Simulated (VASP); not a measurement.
Input of a VASP 6.6.1 run:

File INCAR:

```
PREC     = Accurate       # precision mode
ENCUT    = 600            # plane-wave cutoff, eV
EDIFF    = 1E-6           # SCF threshold, eV
ISMEAR   = 0              # smearing method
SIGMA    = 0.01           # smearing width, eV
LREAL    = False          # projectors in reciprocal space
LASPH    = True           # aspherical terms in the spheres
NELM     = 60             # most SCF steps
ALGO     = Normal         # electronic algorithm
ISIF     = 3              # what is computed and relaxed
LWAVE    = False          # write WAVECAR
LCHARG   = False          # write CHGCAR
GGA      = PS             # functional
IBRION   = 2              # ionic algorithm
NSW      = 100            # ionic steps
EDIFFG   = -0.002         # ionic threshold
PSTRESS  = 20.0
```

The input KPOINTS:

```
regular mesh
0
Gamma
  10 10 10
```

POSCAR

```
LiF
1.0
    0.0000000000      2.0039662102      2.0039662102
    2.0039662102      0.0000000000      2.0039662102
    2.0039662102      2.0039662102      0.0000000000
Li F
1 1
Direct
    0.0000000000      0.0000000000      0.0000000000
    0.5000000000      0.5000000000      0.5000000000
```

Potentials or basis: VASP PAW PBE potentials, release 64 (Li_sv, F).

The run is started by

```sh
$ cat potpaw_PBE.64/Li_sv/POTCAR potpaw_PBE.64/F/POTCAR > POTCAR
$ mpirun -np 1 vasp_std > vasp.out
```

Q: What does it give for the relaxed volume?

A: 7.79 Å³/atom.

Q: What does it give for the band gap on the k mesh?

A: 9.35 eV, direct.

Q: Predict the space group after relaxing (to 0.05 Å).

A: Fm-3m (No. 225).

Step by step:
```csv
step,energy change (eV),largest force (eV/Å),pressure (GPa),volume (Å³)
1,0.0000,0.0000,-0.48,16.10
2,0.0002,0.0000,0.82,15.81
3,0.0019,0.0000,1.81,15.61
4,0.0023,0.0000,1.99,15.57
```

Caveat: the cutoff is under 1.25 times the usual one of these potentials, so pressure, stress and relaxed cells hold a basis-set (Pulay) error; the cell is relaxed towards a set pressure, so the enthalpy falls and the energy may rise; the PAW data sets were made with another functional, which shifts forces and pressure a little. Expect the measured gap to be larger: semilocal functionals such as PBEsol lack the derivative discontinuity.
